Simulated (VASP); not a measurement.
Runs of VASP 6.6.1 on Fe. The structure is that of space group P6_3/mmc (No. 194), or close to it. The cells are those of the table. 

```tsv
level	potentials or basis	spin	U	fixed moment (μB)	cell	k mesh	cutoff (eV)	second run	gap on the mesh (eV)	pressure (GPa)	moment (μB)
PBEsol	VASP PAW PBE potentials, release 64 (Fe_sv)	collinear, ferromagnetic start	-	1.5	a = 2.434, b = 2.434, c = 3.842 Å, angles 90.0, 90.0, 120.0°, 2 atoms	10 × 10 × 6	600	valence_matched	-	0.0	1.50
PBEsol	VASP PAW PBE potentials, release 64 (Fe)	collinear, ferromagnetic start	-	7.5	a = 2.434, b = 2.434, c = 3.842 Å, angles 90.0, 90.0, 120.0°, 2 atoms	10 × 10 × 6	520	-	-	112.3	7.50
SVWN5	VASP PAW PBE potentials, release 64 (Fe)	collinear, ferromagnetic start	-	-	a = 2.401, b = 2.401, c = 3.790 Å, angles 90.0, 90.0, 120.0°, 2 atoms	12 × 12 × 7	520	-	none	(a)	0.18
PBE	VASP PAW PBE potentials, release 64 (Fe)	collinear, ferromagnetic start	-	9.0	a = 2.434, b = 2.434, c = 3.842 Å, angles 90.0, 90.0, 120.0°, 2 atoms	10 × 10 × 6	520	-	-	192.4	9.00
PBEsol+U	VASP PAW PBE potentials, release 64 (Fe)	off	Fe d U = 4.0 eV	-	a = 2.434, b = 2.434, c = 3.842 Å, angles 90.0, 90.0, 120.0°, 2 atoms	10 × 10 × 5	520	-	none	-13.3	-
SVWN5	VASP PAW PBE potentials, release 64 (Fe)	collinear, ferromagnetic start	-	-	a = 2.482, b = 2.482, c = 3.917 Å, angles 90.0, 90.0, 120.0°, 2 atoms	12 × 12 × 7	520	-	none	-25.6	(b)
PBE	VASP PAW PBE potentials, release 64 (Fe)	collinear, zero start	-	0.0	a = 2.434, b = 2.434, c = 3.842 Å, angles 90.0, 90.0, 120.0°, 2 atoms	10 × 10 × 6	520	-	-	10.2	0.00
PBE	VASP PAW PBE potentials, release 64 (Fe)	collinear, ferromagnetic start	-	6.0	a = 2.434, b = 2.434, c = 3.842 Å, angles 90.0, 90.0, 120.0°, 2 atoms	10 × 10 × 6	520	-	-	79.1	6.00
PBEsol	VASP PAW PBE potentials, release 64 (Fe_sv)	collinear, ferromagnetic start	-	3.0	a = 2.434, b = 2.434, c = 3.842 Å, angles 90.0, 90.0, 120.0°, 2 atoms	10 × 10 × 6	600	valence_matched	-	(c)	3.00
PBE	VASP PAW PBE potentials, release 64 (Fe)	collinear, ferromagnetic start	-	3.0	a = 2.434, b = 2.434, c = 3.842 Å, angles 90.0, 90.0, 120.0°, 2 atoms	10 × 10 × 6	520	-	-	30.1	3.00
PBEsol	VASP PAW PBE potentials, release 64 (Fe)	collinear, ferromagnetic start	-	6.0	a = 2.434, b = 2.434, c = 3.842 Å, angles 90.0, 90.0, 120.0°, 2 atoms	10 × 10 × 6	520	-	-	67.6	6.00
PBE	VASP PAW PBE potentials, release 64 (Fe)	collinear, ferromagnetic start	-	4.5	a = 2.434, b = 2.434, c = 3.842 Å, angles 90.0, 90.0, 120.0°, 2 atoms	10 × 10 × 6	520	-	-	50.6	4.50
```

Alike in all rows: task single point; smearing fermi-dirac 0.05 eV.

Question: Estimate the missing entries.

Answer: (a) 3.1; (b) 0.23; (c) 14.6.

Caveats: the total moment is fixed, so each spin has its own Fermi level (some runs); the PAW data sets were made with another functional, which shifts forces and pressure a little (some runs); U without spin polarisation on a metal has little footing (some runs); the U is typed as a test and isn't derived for this compound (some runs).

A gap of «none» marks levels without a gap at the run's occupations.

The runs don't all hold the same shells in valence.
